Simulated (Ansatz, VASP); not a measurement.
# Two plane-wave programs on Si2Ni

```
Si Ni
1.0
     0.00000    2.91136    2.48005
     2.91136    0.00000    2.48005
     2.91136    2.91136    0.00000
Si Ni
2 1
Direct
  0.25000 0.25000 0.25000
  0.75000 0.75000 0.75000
  0.00000 0.00000 0.00000
```

Change from the starting cell: strain +0.080 along x and y, -0.080 along z, atoms carried along.

Alike in both runs: task single point; functional PBEsol; k mesh 16 × 16 × 16; occupations gaussian, width 0.15 eV; no spin polarisation.

```csv
,VASP,Ansatz
version,VASP 6.6.1,Ansatz 0.2.0
potentials or method,"VASP PAW PBE potentials, release 64 (Si, Ni), cutoff 520 eV","scalar-relativistic, plane waves, PAW"
valence electrons in the cell,18,26
```

```tsv
	VASP	Ansatz	Ansatz less VASP
gap on the k mesh at the Fermi level (eV)	none	none	-
pressure (GPa)	-9.0	-9.1	-0.12
traceless stress, the component that is largest in VASP (GPa)	8.35	8.43	+0.078
```

VASP's potentials were made for PBE, not for PBEsol. A gap of «none» marks a metal or a gap that the smearing closes. VASP's potentials hold 18 valence electrons a cell and Ansatz's 26, so a difference there can come from the potentials and not from the codes.
